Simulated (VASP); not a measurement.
Set up this calculation in VASP 6.6.1, as the native input.

| Property | Result |
| --- | --- |
| Task | single point |
| Functional | r2SCAN |
| Potentials or basis | VASP PAW PBE potentials, release 64 (Bi_d) |
| Cutoff | 520 eV |
| k mesh | 18 × 18 × 10 |
| Occupations | gaussian, width 0.1 eV |
| Spin | no spin polarisation |
| Dipole correction | no |
| Further INCAR settings | ALGO = Normal; EDIFF = 1e-06; NBANDS = 22 |

Crystal: Bi.

```xyz
2
Lattice="3.5113 0.0000 0.0000 -1.7557 3.0409 0.0000 0.0000 0.0000 5.8398" Properties=species:S:1:pos:R:3 pbc="T T T"
Bi    0.0000    2.0273    1.4600
Bi    1.7557    1.0136    4.3799
```

This isn't the form of Bi at room conditions, which is rhombohedral.

One way to write it, as run:

POSCAR

```
Bi
1.0
    3.5113066634      0.0000000000      0.0000000000
   -1.7556533317      3.0408807710      0.0000000000
    0.0000000000      0.0000000000      5.8398335829
Bi
2
Direct
    0.3333333333      0.6666666667      0.2500000000
    0.6666666667      0.3333333333      0.7500000000
```

INCAR.step1

```
SYSTEM = Bi
PREC = Accurate ; ENCUT = 520
ISMEAR = 0 ; SIGMA = 0.1
LREAL = .FALSE. ; LASPH = .TRUE.
NELM = 80 ; NBANDS = 22
GGA = PE ; ALGO = Normal
EDIFF = 1E-4 ; LWAVE = .TRUE.
LCHARG = .FALSE.
```

INCAR.step2

```
SYSTEM = Bi
PREC = Accurate ; ENCUT = 520
EDIFF = 1E-6 ; ISMEAR = 0
SIGMA = 0.1 ; LREAL = .FALSE.
LASPH = .TRUE. ; NELM = 80
ALGO = Normal ; ISIF = 2
LWAVE = .FALSE. ; LCHARG = .FALSE.
METAGGA = R2SCAN ; LMIXTAU = .TRUE.
NBANDS = 22 ; ISTART = 1
```

KPOINTS

```
Automatic mesh
0
G
  18 18 10
  0 0 0
```

Potentials or basis: VASP PAW PBE potentials, release 64 (Bi_d).

The run is started by

```console
$ cat potpaw_PBE.64/Bi_d/POTCAR > POTCAR
$ cp INCAR.step1 INCAR
$ mpirun -np 1 vasp_std > vasp.out
$ cp INCAR.step2 INCAR
$ mpirun -np 1 vasp_std > vasp.out
```

Results of the run:

```
Pressure               : 0.0 GPa
Band gap on the k mesh : zero (bands 15 and 16 overlap by 7.37 eV)
```

Caveat: the PAW data sets were made with another functional, which shifts forces and pressure a little; spin-orbit coupling is left out, which moves the levels of the heavy elements.

Wall time 9.8 min on 1 thread of Intel(R) Xeon(R) Platinum 8488C (Sapphire Rapids), with other jobs on the host, peak memory 0.36 GiB.
